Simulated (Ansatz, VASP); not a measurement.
BN: VASP beside Ansatz

POSCAR

```
BN
1.0
    2.4615253565      0.0000000000      0.0000000000
   -1.2307626782      2.2031247321      0.0000000000
    0.0000000000      0.0000000000      4.2078167785
B N
2 2
Direct
    0.6667901827      0.3335803655      0.0004246968
    0.3332098173      0.6664196345      0.5004246968
    0.6651842530      0.3303685060      0.3745753032
    0.3348157470      0.6696314940      0.8745753032
```

File INCAR.step1:

```
SYSTEM = BN
ALGO = Normal
EDIFF = 1E-5
ENCUT = 910
GGA = PE
GGA_COMPAT = .False.
ISMEAR = 0
LASPH = .True.
LCHARG = .False.
LREAL = .False.
LWAVE = .True.
NBANDS = 16
NELM = 120
PREC = Accurate
SIGMA = 0.01
```

The input INCAR.step2:

```
SYSTEM = BN
ALGO = Normal
EDIFF = 1E-6
ENCUT = 910
GGA_COMPAT = .False.
ISIF = 2
ISMEAR = 0
ISTART = 1
LASPH = .True.
LCHARG = .False.
LMIXTAU = .True.
LREAL = .False.
LWAVE = .False.
METAGGA = R2SCAN
NBANDS = 16
NELM = 120
PREC = Accurate
SIGMA = 0.01
```

File KPOINTS:

```
k-points
0
Gamma
  12 12 6
  0 0 0
```

Input for Ansatz:

```yaml
crystal:
  lattice:
    - [2.4615253565, 0.0, 0.0]
    - [-1.2307626782, 2.2031247321, 0.0]
    - [0.0, 0.0, 4.2078167785]
  atoms:
    - { symbol: B, position: [0.6667901827, 0.3335803655, 0.0004246968] }
    - { symbol: B, position: [0.3332098173, 0.6664196345, 0.5004246968] }
    - { symbol: "N", position: [0.665184253, 0.330368506, 0.3745753032] }
    - { symbol: "N", position: [0.334815747, 0.669631494, 0.8745753032] }
kpoints:
  mp_grid: { grid: [12, 12, 6] }
  band_path:
    path:
      - [0.0, 0.0, 0.0]
      - [0.5, 0.0, 0.0]
      - [0.3333333333, 0.3333333333, 0.0]
      - [0.0, 0.0, 0.5]
      - [0.5, 0.0, 0.5]
      - [0.3333333333, 0.3333333333, 0.5]
      - [0.1, 0.0, 0.0]
      - [0.338542, 0.330729, 0.0]
    npoints: 1
hamiltonian:
  xc: r2scan
scf:
  occupations: { method: fixed }
  n_extra_bands: 5
output:
  forces: true
  stress: true
  eigenvalues: true
```

Change from the starting cell: uniaxial_x strain -3.2%.

Alike in both runs: task single point; functional r2SCAN; k mesh 12 × 12 × 6; no spin polarisation.

|  | VASP | Ansatz |
| --- | --- | --- |
| version | VASP 6.6.1 | Ansatz 0.2.0 |
| potentials or method | VASP PAW PBE potentials, release 64 (B_h, N_h) | plane waves, PAW |
| plane-wave cutoff (eV) | 910 | 500 |
| occupations | gaussian, width 0.01 eV | fixed |
| valence electrons in the cell | 16 | 16 |

```csv
,VASP,Ansatz,Ansatz less VASP
gap on the k mesh at the Fermi level (eV),5.44,5.46,+0.017
```

VASP's potentials were made for PBE, not for r2SCAN.

Noted on VASP's run: the cutoff is short for stress, so the pressure is rough.
